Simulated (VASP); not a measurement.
# RuS2 (Fm-3m) in VASP: single point with LDA+U

Aim: the single point of RuS2 with LDA+U.

Program: VASP 6.6.1. These are calculated values, not measurements. Logs are shortened: lines on timing, memory, paths and dates and some standing lists are left out, and cuts for length are marked.

### Step 1. The cell of the first run

Symmetry: Fm-3m, No. 225, cubic system. The conventional cell has a = 5.920 Å, b = 5.920 Å, c = 5.920 Å, α = 90.00°, β = 90.00°, γ = 90.00°. Within 3.4 Å of Ru (site symmetry m-3m) lie 8 S at 2.56 Å. S (site symmetry -43m) has 4 Ru at 2.56 Å and 6 S at 2.96 Å within 3.4 Å.

### Step 2. Single point, LDA+U, collinear spin, ferromagnetic start

Input file INCAR:

```
PREC = Accurate
ENCUT = 500
EDIFF = 1E-6
ISMEAR = 0
SIGMA = 0.05
LREAL = F
LASPH = T
NELM = 200
ALGO = Normal
ISIF = 2
LWAVE = F
LCHARG = F
ISPIN = 2
MAGMOM = 4 0 0
LORBIT = 11
LMAXMIX = 4
LDAU = T
LDAUTYPE = 1
LDAUL = 2 -1
LDAUU = 3 0
LDAUJ = 0.9 0
LDAUPRINT = 1
NBANDS = 24
GGA_COMPAT = F
```

Input file KPOINTS:

```
Automatic mesh
0
Gamma
  6 6 6
```

Input file POSCAR:

```
RuS2
1.0
    0.0000000000      2.9600000000      2.9600000000
    2.9600000000      0.0000000000      2.9600000000
    2.9600000000      2.9600000000      0.0000000000
Ru S
1 2
Direct
    0.0000000000      0.0000000000      0.0000000000
    0.2500000000      0.2500000000      0.2500000000
    0.7500000000      0.7500000000      0.7500000000
```

Potentials or basis: VASP PAW LDA potentials, release 64 (Ru_pv, S).

The run is started by

```bash
cat potpaw_LDA.64/Ru_pv/POTCAR potpaw_LDA.64/S/POTCAR > POTCAR
mpirun -np 1 vasp_std > vasp.out
```

OUTCAR:

```text
PREC = Accurate
   ENCUT = 500
   EDIFF = 1E-6
   ISMEAR = 0
   LREAL = F
   LASPH = T
   NELM = 200
   ISIF = 2
   ISPIN = 2
   LORBIT = 11

 ion  position               nearest neighbor table
   1  0.000  0.000  0.000-   3 2.56   3 2.56   3 2.56   2 2.56   3 2.56   2 2.56   2 2.56   2 2.56

   2  0.250  0.250  0.250-   1 2.56   1 2.56   1 2.56   1 2.56
   3  0.750  0.750  0.750-   1 2.56   1 2.56   1 2.56   1 2.56

  LATTYP: Found a face centered cubic cell.
 ALAT       =     5.9200000000

  Lattice vectors:

 A1 = (   0.0000000000,   2.9600000000,   2.9600000000)
 A2 = (   2.9600000000,   0.0000000000,   2.9600000000)
 A3 = (   2.9600000000,   2.9600000000,   0.0000000000)

Analysis of symmetry for initial positions (statically):
=====================================================================
 Subroutine PRICEL returns:
 Original cell was already a primitive cell.

 Routine SETGRP: Setting up the symmetry group for a
 face centered cubic supercell.

 Subroutine GETGRP returns: Found 48 space group operations
 (whereof 48 operations were pure point group operations)
 out of a pool of 48 trial point group operations.

The static configuration has the point symmetry O_h .

Analysis of symmetry for dynamics (positions and initial velocities):
=====================================================================
 Subroutine PRICEL returns:
 Original cell was already a primitive cell.

 Routine SETGRP: Setting up the symmetry group for a
 face centered cubic supercell.

 Subroutine GETGRP returns: Found 48 space group operations
 (whereof 48 operations were pure point group operations)
 out of a pool of 48 trial point group operations.

The dynamic configuration has the point symmetry O_h .

Analysis of structural, dynamic, and magnetic symmetry:
=====================================================================
 Subroutine PRICEL returns:
 Original cell was already a primitive cell.

 Routine SETGRP: Setting up the symmetry group for a
 face centered cubic supercell.

 Subroutine GETGRP returns: Found 48 space group operations
 (whereof 48 operations were pure point group operations)
 out of a pool of 48 trial point group operations.

[... 166 lines left out ...]
  o =  0.8003  v =  0.0000  0.0000  0.9882 -0.0000  0.1534  0.0000  0.0000  0.0000  0.0000  0.0000      0.0000  0.0000  0.0000  0.0000  0.0000  0.0000  0.0000  0.0000  0.0000  0.0000
  o =  0.8003  v =  0.0000  0.0000 -0.1534 -0.0000  0.9882  0.0000  0.0000  0.0000  0.0000  0.0000      0.0000  0.0000  0.0000  0.0000  0.0000  0.0000  0.0000  0.0000  0.0000  0.0000
  o =  0.8012  v =  0.0000  0.0000  0.0000  0.0000  0.0000  0.0000 -0.0000  0.9994 -0.0000 -0.0359      0.0000  0.0000  0.0000  0.0000  0.0000  0.0000  0.0000  0.0000  0.0000  0.0000
  o =  0.8012  v =  0.0000  0.0000  0.0000  0.0000  0.0000  0.0000 -0.0000  0.0359  0.0000  0.9994      0.0000  0.0000  0.0000  0.0000  0.0000  0.0000  0.0000  0.0000  0.0000  0.0000

 number of electron      25.9999995 magnetization       0.0241575

 Free energy of the ion-electron system (eV)
  ---------------------------------------------------
  ext. energy  EPLUGINS =         0.00000000
  ---------------------------------------------------
  free energy    TOTEN  =       -18.25105503 eV

  energy without entropy =      -18.24981296  energy(sigma->0) =      -18.25043400

 E-fermi :   7.4807     XC(G=0): -11.3346

 val. band max:        7.4400308879   @ k =  -0.3333   0.5000   0.1667
 cond. band min:       7.4855338217   @ k =  -0.3333   0.5000   0.1667
 fundamental gap:      0.0455029338
 Fermi energy:         7.4807150532

 spin component 1

 k-point     1 :       0.0000    0.0000    0.0000
  band No.  band energies     occupation
      1     -35.1851      1.00000
      2     -35.1851      1.00000
      3     -35.1851      1.00000
      4      -7.8848      1.00000
      5      -3.4925      1.00000
      6       1.3937      1.00000
[... 421 lines left out ...]
     23      19.0635      0.00000
     24      20.6298      0.00000
 Fermi energy:         7.4807150532

 spin component 2

 k-point     1 :       0.0000    0.0000    0.0000
  band No.  band energies     occupation
      1     -35.1616      1.00000
      2     -35.1616      1.00000
      3     -35.1616      1.00000
      4      -7.8879      1.00000
      5      -3.4974      1.00000
      6       1.4094      1.00000
[... 421 lines left out ...]
     23      19.0649      0.00000
     24      20.6307      0.00000

------------------------ aborting loop because EDIFF is reached ----------------------------------------

  FORCE on cell =-STRESS in cart. coord.  units (eV):
  Direction    XX          YY          ZZ          XY          YZ          ZX
  --------------------------------------------------------------------------------------
  -------------------------------------------------------------------------------------
  Total       -6.2076035     -6.2076035     -6.2076035      0.0000000      0.0000000      0.0000000
  in kB     -191.7473723   -191.7473723   -191.7473723      0.0000000      0.0000000      0.0000000
  external PRESSURE =    -191.7473723 kB  Pullay stress =       0.0000000 kB

 VOLUME and BASIS-vectors are now :
 -----------------------------------------------------------------------------
  energy-cutoff  :      500.00
  volume of cell :       51.87
      direct lattice vectors                 reciprocal lattice vectors
     0.000000000  2.960000000  2.960000000    -0.168918919  0.168918919  0.168918919
     2.960000000  0.000000000  2.960000000     0.168918919 -0.168918919  0.168918919
     2.960000000  2.960000000  0.000000000     0.168918919  0.168918919 -0.168918919

 POSITION                                       TOTAL-FORCE (eV/Angst)
 -----------------------------------------------------------------------------------
      0.00000      0.00000      0.00000        -0.000000     -0.000000      0.000000
      1.48000      1.48000      1.48000        -0.000000     -0.000000     -0.000000
      4.44000      4.44000      4.44000         0.000000      0.000000     -0.000000
 -----------------------------------------------------------------------------------
    total drift:                                0.000000     -0.000000      0.000000

  FREE ENERGIE OF THE ION-ELECTRON SYSTEM (eV)
  ---------------------------------------------------
  free  energy   TOTEN  =       -18.2510550345 eV

  energy  without entropy=      -18.2498129576  energy(sigma->0) =      -18.25043400

 total charge

# of ion       s       p       d       tot
------------------------------------------
    1        0.272   6.212   5.952  12.436
    2        1.377   2.187   0.000   3.564
    3        1.377   2.187   0.000   3.564
--------------------------------------------------
tot          3.026  10.586   5.952  19.564

 magnetization (x)

# of ion       s       p       d       tot
------------------------------------------
    1        0.000   0.000   0.034   0.034
    2        0.001  -0.005   0.000  -0.004
    3        0.001  -0.005   0.000  -0.004
--------------------------------------------------
tot          0.002  -0.009   0.034   0.026
```

OSZICAR:

```text
N       E                     dE             d eps       ncg     rms          rms(c)
DAV:   1     0.187928046313E+03    0.18793E+03   -0.13275E+04  1576   0.986E+02
DAV:   2    -0.102746511896E+02   -0.19820E+03   -0.19034E+03  1840   0.276E+02
DAV:   3    -0.173896209013E+02   -0.71150E+01   -0.70344E+01  1968   0.516E+01
DAV:   4    -0.174603652109E+02   -0.70744E-01   -0.70720E-01  1728   0.554E+00
DAV:   5    -0.174615705162E+02   -0.12053E-02   -0.12049E-02  2040   0.684E-01    0.205E+01
DAV:   6    -0.190446188397E+02   -0.15830E+01   -0.21677E+01  1680   0.202E+01    0.124E+01
DAV:   7    -0.180984019229E+02    0.94622E+00   -0.75896E+00  1672   0.155E+01    0.576E+00
DAV:   8    -0.182035940305E+02   -0.10519E+00   -0.55186E-01  1680   0.334E+00    0.284E+00
DAV:   9    -0.182450079431E+02   -0.41414E-01   -0.97211E-02  1896   0.133E+00    0.116E+00
DAV:  10    -0.182498698540E+02   -0.48619E-02   -0.18217E-02  1704   0.594E-01    0.347E-01
DAV:  11    -0.182509164874E+02   -0.10466E-02   -0.18987E-03  1688   0.218E-01    0.129E-01
DAV:  12    -0.182510230040E+02   -0.10652E-03   -0.24392E-04  1856   0.805E-02    0.598E-02
DAV:  13    -0.182510507665E+02   -0.27762E-04   -0.31401E-05  1800   0.315E-02    0.268E-02
DAV:  14    -0.182510545385E+02   -0.37720E-05   -0.73696E-06  1712   0.116E-02    0.867E-03
DAV:  15    -0.182510550345E+02   -0.49606E-06   -0.94291E-07  1256   0.504E-03
   1 F= -.18251055E+02 E0= -.18250434E+02  d E =-.124208E-02  mag=     0.0244
```

Wall time 39 s (1 thread of Intel Xeon 8259CL, shared host); peak memory 0.17 GiB.

Results:

```
Free energy                                           : -18.2511 eV
Pressure                                              : -19.2 GPa
Band gap on the k mesh                                : zero (filled and empty bands overlap)
Net moment                                            : 0.02 μB per cell
Site moments                                          : Ru +0.03; S -0.00 μB
Valence electrons inside the program's atomic spheres : Ru 12.44; S 3.56
```

Eigenvalues of the final occupation matrices:
| site | spin | trace | eigenvalues |
| --- | --- | --- | --- |
| site 1 d | 1 | 3.02 | 0.47 0.47 0.47 0.80 0.80 |
| site 1 d | 2 | 2.98 | 0.46 0.46 0.46 0.80 0.80 |

The state reached can hang on the start; a lower one may exist.
